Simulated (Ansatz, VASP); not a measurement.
# Au: VASP beside Ansatz

The input INCAR:

```
  PREC = Accurate
  ENCUT = 520
  EDIFF = 1E-7
  ISMEAR = 0
  SIGMA = 0.15
  LREAL = F
  LASPH = T
  NELM = 80
  ALGO = Normal
  ISIF = 2
  LWAVE = F
  LCHARG = F
  GGA = PS
  NBANDS = 12
```

Contents of KPOINTS:

```
regular mesh
0
Gamma
  14 14 14
```

Contents of POSCAR:

```
Au
1.0
   -1.6210733942      1.6210733942      1.6210733942
    1.6210733942     -1.6210733942      1.6210733942
    1.6210733942      1.6210733942     -1.6210733942
Au
1
Direct
    0.0000000000      0.0000000000      0.0000000000
```

Input for Ansatz:

```yaml
crystal:
  lattice:
    - [-1.6210733942, 1.6210733942, 1.6210733942]
    - [1.6210733942, -1.6210733942, 1.6210733942]
    - [1.6210733942, 1.6210733942, -1.6210733942]
  atoms:
    - { symbol: Au, position: [0.0, 0.0, 0.0] }
basis:
  ecutwfc: 420
kpoints:
  mp_grid: { grid: [14, 14, 14] }
hamiltonian:
  xc: pbesol
scf:
  occupations: { method: gaussian, width: 0.15 }
output:
  forces: true
  stress: true
  eigenvalues: true
  write_density: true
  write_potential: true
  elf: true
  volumetric_format: npy
```

Alike in both runs: task single point; functional PBEsol; k mesh 14 × 14 × 14; occupations gaussian, width 0.15 eV; no spin polarisation.

|  | VASP | Ansatz |
| --- | --- | --- |
| version | VASP 6.6.1 | Ansatz 0.2.0 |
| potentials or method | VASP PAW PBE potentials, release 64 (Au), cutoff 520 eV | scalar-relativistic, plane waves, PAW |
| valence electrons in the cell | 11 | 19 |

VASP gave:

```
gap on the k mesh at the Fermi level (eV) : none
pressure (GPa)                            : -0.5
```

Problem. Estimate Ansatz's values.

Solution. gap on the k mesh at the Fermi level (eV): none; pressure (GPa): -0.2.

VASP's potentials were made for PBE, not for PBEsol. A gap of «none» marks a metal or a gap that the smearing closes. VASP's potentials hold 11 valence electrons a cell and Ansatz's 19, so a difference there can come from the potentials and not from the codes.

Neither program's run includes spin-orbit coupling.
